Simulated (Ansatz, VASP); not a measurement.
**One calculation of Sc, two programs**

```
Sc
1.0
     3.27762    0.00000    0.00000
    -1.63881    2.83851    0.00000
     0.00000    0.00000    5.08271
Sc
2
Cartesian
  0.0000 1.8923 1.2707
  1.6388 0.9462 3.8120
```

Alike in both runs: functional PBEsol; k mesh 12 × 12 × 8; occupations gaussian, width 0.1 eV; no spin polarisation.

Ansatz relaxed the structure, and its values are those at the end. VASP's run is a single point on that final structure, the one shown.

|  | VASP | Ansatz |
| --- | --- | --- |
| version | VASP 6.6.1 | Ansatz 0.2.0 |
| potentials or method | VASP PAW PBE potentials, release 64 (Sc_sv), cutoff 520 eV | scalar-relativistic, plane waves, PAW |
| valence electrons in the cell | 22 | 22 |

```tsv
	VASP	Ansatz	Ansatz less VASP
gap on the k mesh at the Fermi level (eV)	none	none	-
pressure (GPa)	0.0	0.0	+0.02
```

VASP's potentials were made for PBE, not for PBEsol. A gap of «none» marks a metal or a gap that the smearing closes.
